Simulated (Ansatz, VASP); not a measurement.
# Mg2As in VASP and in Ansatz

```
As Mg
1.0
    -1.92996    2.82319    5.99416
     1.92996   -2.82319    5.99416
     1.92996    2.82319   -5.99416
As Mg
2 4
Direct
  0.35600 0.85599 0.50000
  0.64401 0.14400 0.50000
  0.19723 0.19723 0.00000
  0.25504 0.50000 0.75504
  0.74496 0.50000 0.24496
  0.80277 0.80277 0.00000
```

Alike in both runs: task single point; functional PBE; k mesh 8 × 8 × 8; occupations fermi-dirac, width 0.05 eV; no spin polarisation.

```csv
,VASP,Ansatz
version,VASP 6.6.1,Ansatz 0.2.0
potentials or method,"VASP PAW PBE potentials, release 64 (As, Mg)",Ansatz PAW
plane-wave cutoff (eV),520,420
valence electrons in the cell,18,70
```

|  | VASP | Ansatz | Ansatz less VASP |
| --- | --- | --- | --- |
| gap on the k mesh at the Fermi level (eV) | none | none | - |
| pressure (GPa) | -1.2 | -1.1 | +0.07 |
| traceless stress, the component that is largest in VASP (GPa) | 0.24 | 0.24 | +0.004 |
| rms of the force components (eV/Å) | 0.029 | 0.027 | -0.0019 |

Atom by atom the forces differ by 0.004 eV/Å (rms over components). A gap of «none» marks a metal or a gap that the smearing closes. The functional is the same, so the differences come from potentials, cutoffs and numerics. VASP's potentials hold 18 valence electrons a cell and Ansatz's 70, so a difference there can come from the potentials and not from the codes.
